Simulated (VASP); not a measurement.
NaH16BrO8: single point with r2SCAN+D3(BJ)

The system is NaH16BrO8.

```
CELL_PARAMETERS angstrom
7.17388 0.00000 0.00000
0.00000 7.17388 0.00000
0.00000 0.00000 7.17388
ATOMIC_POSITIONS crystal
O 0.82014 0.37012 0.04476
O 0.66101 0.21344 0.69407
O 0.24995 0.97232 0.47387
O 0.87959 0.10893 0.33027
O 0.26596 0.24761 0.19519
O 0.55632 0.54910 0.47181
O 0.42485 0.84718 0.94037
O 0.99555 0.05213 0.81324
H 0.94006 0.43792 0.04966
H 0.84430 0.25042 0.11630
H 0.75707 0.11483 0.69912
H 0.71675 0.28159 0.79176
H 0.29271 0.09114 0.44178
H 0.23160 0.98984 0.61427
H 0.86607 0.97281 0.33611
H 0.00714 0.09443 0.39242
H 0.38579 0.31842 0.16018
H 0.28731 0.14091 0.11416
H 0.54432 0.61930 0.35748
H 0.45620 0.54227 0.56062
H 0.53964 0.91985 0.92490
H 0.39346 0.78727 0.82367
H 0.06218 0.95767 0.89012
H 0.06528 0.16928 0.81197
Na 0.82872 0.38331 0.46469
Br 0.12926 0.44682 0.72156
```

```json
{
  "Program": "VASP 6.6.1",
  "Task": "single point",
  "Functional": "r2SCAN",
  "Dispersion": "D3(BJ)",
  "Potentials or basis": "VASP PAW PBE potentials, release 64 (O, H, Na_pv, Br)",
  "Cutoff": "580 eV",
  "k mesh": "1 × 1 × 1",
  "Occupations": "fermi-dirac, width 0.05 eV",
  "Spin": "no spin polarisation"
}
```

```yaml
Pressure: -1.7 GPa
Largest_force: 3.366 eV/Å
Dispersion_energy_per_atom: -0.018 eV
```

Forces on the atoms (eV/Å):
```
O    0.622 -0.753  1.418
O    0.570 -1.576 -0.800
O   -1.199 -1.162  2.922
O    2.117 -1.974  1.086
O    2.681  0.909 -1.022
O    1.787 -0.368 -0.467
O    0.271  0.518  0.363
O    0.408 -1.776  0.738
H   -0.703 -0.694 -0.445
H   -0.049  1.428 -0.905
H   -0.606 -0.034 -0.387
H    0.149  1.516  1.650
H    0.907  1.875 -0.927
H    0.019 -0.503 -2.105
H   -0.993  0.554 -0.437
H   -0.677  0.851 -0.723
H   -2.181 -0.734  0.864
H   -0.459 -0.187  0.119
H   -1.138  0.143  0.734
H   -0.826  0.303 -0.556
H   -0.745 -0.492 -0.413
H    0.334  0.052  0.033
H   -0.587  1.139 -0.775
H    0.139  0.210  0.173
Na  -0.274  0.270  0.242
Br   0.436  0.484 -0.378
```

Stress tensor (GPa, compression positive):
```
-2.75  0.38 -0.55
 0.38 -0.38  0.78
-0.55  0.78 -2.02
```

Levels at points of the mesh, in eV from the Fermi level:
```csv
k point,band 36,band 37,band 38,band 39,band 40,band 41,band 42,band 43
"(0.00, 0.00, 0.00)",-2.66,-1.55,-1.43,-1.27,2.49,5.03,5.25,5.57
```

Run time: 3.7 min on 1 thread of Intel Xeon 8259CL, with other jobs on the host, peak memory 0.48 GiB.

Caveat: the k points lie up to 0.88 Å⁻¹ apart, too coarse for converged energies, forces and pressures; the atoms stand as in a frame of molecular dynamics; the PAW data sets were made with another functional, which shifts forces and pressure a little.
